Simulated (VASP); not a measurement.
A run of VASP 6.6.1 is set up as follows.

File INCAR:

```
PREC     = Accurate       # precision mode
ENCUT    = 520            # plane-wave cutoff, eV
EDIFF    = 1E-6           # SCF threshold, eV
ISMEAR   = -1             # smearing method
SIGMA    = 0.039          # smearing width, eV
LREAL    = Auto         
LASPH    = True           # aspherical terms in the spheres
NELM     = 80             # most SCF steps
ALGO     = Normal         # electronic algorithm
ISIF     = 2              # what is computed and relaxed
LWAVE    = False          # write WAVECAR
LCHARG   = False          # write CHGCAR
GGA      = PE             # functional
NBANDS   = 70             # bands
```

KPOINTS

```
regular mesh
0
Gamma
  2 2 2
```

The input POSCAR:

```
NaCl
1.0
    0.0000000000      5.6053976607      5.6053976607
    5.6053976607      0.0000000000      5.6053976607
    5.6053976607      5.6053976607      0.0000000000
Na Cl
8 8
Direct
   -0.0065527911     -0.0090300462      0.0207733701
   -0.0068484882      0.0067728469      0.5183923917
    0.0302680577      0.5055453103     -0.0211156295
   -0.0110685278      0.5123309128      0.4844046158
    0.5009307403      0.0151405850     -0.0312786016
    0.4996167390     -0.0344531310      0.5121096974
    0.5341180379      0.4812388279     -0.0202756355
    0.4925935977      0.5171945285      0.4881279020
    0.2543799898      0.2317284301      0.2769535890
    0.2291049766      0.2473423982      0.7665139496
    0.2561832517      0.7495116768      0.2430537640
    0.2434106521      0.7644107982      0.7477275929
    0.7184412675      0.2674985952      0.2590005362
    0.7556197181      0.2461762900      0.7536642814
    0.7537128953      0.7517267739      0.2370161013
    0.7677091369      0.7450163669      0.7477574748
```

Potentials or basis: VASP PAW PBE potentials, release 64 (Na_pv, Cl).

Run with:

```console
$ cat potpaw_PBE.64/Na_pv/POTCAR potpaw_PBE.64/Cl/POTCAR > POTCAR
$ mpirun -np 1 vasp_std > vasp.out
```

Task: What does it give for the pressure?

Result: 1.8 GPa.

Task: What does it give for the largest force?

Result: 0.614 eV/Å.

Forces on the atoms (eV/Å):
```
Na   0.124 -0.047  0.178
Na  -0.327 -0.303  0.072
Na   0.179  0.089 -0.426
Na  -0.072  0.318  0.106
Na   0.147  0.242 -0.236
Na   0.231 -0.021  0.569
Na   0.543 -0.111 -0.137
Na  -0.051  0.043 -0.144
Cl  -0.186 -0.452  0.205
Cl  -0.161 -0.042  0.241
Cl   0.089 -0.097 -0.027
Cl  -0.187  0.361 -0.229
Cl  -0.267  0.504  0.039
Cl  -0.038 -0.241 -0.006
Cl   0.008 -0.004 -0.115
Cl  -0.030 -0.239 -0.089
```

Caveat: the k points lie up to 0.49 Å⁻¹ apart.
